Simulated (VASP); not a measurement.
# BiSbTe2S: relaxation of cell and atoms with PBE

Crystal: BiSbTe2S.

```
Sb Bi Te S
1.0
     5.25387    0.00000    0.00000
     0.00000    5.25387    0.00000
     0.00000    0.00000    5.41808
Sb Bi Te S
1 1 2 1
Cartesian
  2.6269 2.6269 2.7090
  0.0000 0.0000 0.0000
  2.6269 0.0000 2.7090
  0.0000 2.6269 2.7090
  2.6269 2.6269 0.0000
```

```yaml
Program: VASP 6.6.1
Task: relaxation of cell and atoms
Functional: PBE
Potentials_or_basis: VASP PAW PBE potentials, release 64 (Sb, Bi_d, Te, S)
Cutoff: 600 eV
k_mesh: 4 × 4 × 4
Occupations: gaussian, width 0.1 eV
Spin: no spin polarisation
Dipole_correction: no
Further_INCAR_settings: ALGO = Normal; EDIFF = 1e-07; IBRION = 2; EDIFFG = -0.04; NSW = 90; ISIF = 3
```

```yaml
Relaxed_volume: 32.85 Å³/atom
Relaxed_cell: a = 5.842 Å, b = 5.842 Å, c = 4.813 Å, α = 90.00°, β = 90.00°, γ = 90.00°
Space_group_after_relaxing_to_0.05_Å: P4/mmm (No. 123)
Energy_gained_by_relaxing: 321.2 meV/atom
Ionic_steps: 6
Pressure_after_relaxing: 0.0 GPa
Band_gap_on_the_k_mesh: zero (band 19 reaches 5.60 eV, above the bottom of band 20 at 4.80 eV)
```

Stress tensor (GPa, compression positive):
```
 0.04  0.00  0.00
 0.00  0.04  0.00
 0.00  0.00 -0.15
```

The path:
| step | energy change (eV) | largest force (eV/Å) | pressure (GPa) | volume (Å³) |
| --- | --- | --- | --- | --- |
| 1 | 0.0000 | 0.0000 | 6.73 | 149.56 |
| 2 | -1.2577 | 0.0000 | -2.93 | 177.18 |
| 3 | -1.2606 | 0.0000 | -3.13 | 178.31 |
| 4 | -1.5798 | 0.0000 | -0.40 | 167.13 |
| 5 | -1.5893 | 0.0000 | -0.93 | 168.51 |
| 6 | -1.6061 | 0.0000 | -0.03 | 164.26 |

Final structure:
```yaml
crystal:
  lattice:
    - [5.84223, 0.00000, 0.00000]
    - [0.00000, 5.84223, 0.00000]
    - [0.00000, 0.00000, 4.81256]
  atoms:
    - { symbol: Sb, position: [0.50000, 0.50000, 0.50000] }
    - { symbol: Bi, position: [0.00000, 0.00000, 0.00000] }
    - { symbol: Te, position: [0.50000, 0.00000, 0.50000] }
    - { symbol: Te, position: [0.00000, 0.50000, 0.50000] }
    - { symbol: S, position: [0.50000, 0.50000, 0.00000] }
```

Levels at points of the mesh, in eV from the Fermi level:
```
           k point  band 17  band 18  band 19  band 20  band 21  band 22
(0.00, 0.00, 0.00)    -0.79    -0.79    -0.48     1.77     1.80     1.80
(0.50, 0.00, 0.00)    -0.97    -0.71    -0.67     0.58     1.06     1.67
(0.50, 0.50, 0.00)    -1.03    -0.30    -0.30    -0.07    -0.05     0.33
(0.00, 0.00, 0.50)    -1.00    -1.00    -0.88     0.06     0.06     0.73
(0.50, 0.00, 0.50)    -1.37    -0.47    -0.31     0.02     1.56     1.61
(0.50, 0.50, 0.50)    -0.44    -0.08    -0.08     0.06     1.90     1.90
```

It took 3.1 min on 1 thread of Intel(R) Xeon(R) 6975P-C (Granite Rapids), with other jobs on the host, peak memory 0.35 GiB.

Caveat: spin-orbit coupling is left out, which moves the levels of the heavy elements.
